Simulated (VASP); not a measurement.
A run of VASP 6.6.1 is set up as follows.

File INCAR:

```
SYSTEM = Cu
PREC = Accurate
ENCUT = 520
EDIFF = 1E-6
ISMEAR = 0
SIGMA = 0.15
LREAL = .False.
LASPH = .True.
NELM = 60
ALGO = Normal
ISIF = 2
LWAVE = .False.
LCHARG = .False.
NBANDS = 12
```

KPOINTS

```
Automatic mesh
0
Gamma
  22 22 22
  0 0 0
```

Contents of POSCAR:

```
Cu
1.0
    0.0000000000      1.7532750000      1.8617250000
    1.7532750000      0.0000000000      1.8617250000
    1.7532750000      1.7532750000      0.0000000000
Cu
1
Direct
    0.0000000000      0.0000000000      0.0000000000
```

Potentials or basis: VASP PAW LDA potentials, release 64 (Cu).

Command:

```console
$ cat potpaw_LDA.64/Cu/POTCAR > POTCAR
$ mpirun -np 1 vasp_std > vasp.out
```

Task: What does it give for the pressure?

Result: -7.3 GPa.

Stress tensor (GPa, compression positive):
```
 -5.86   0.00   0.00
  0.00  -5.86   0.00
  0.00   0.00 -10.30
```

Caveat: the cell differs from its parent crystal (strain -0.030 along x and y, +0.030 along z).
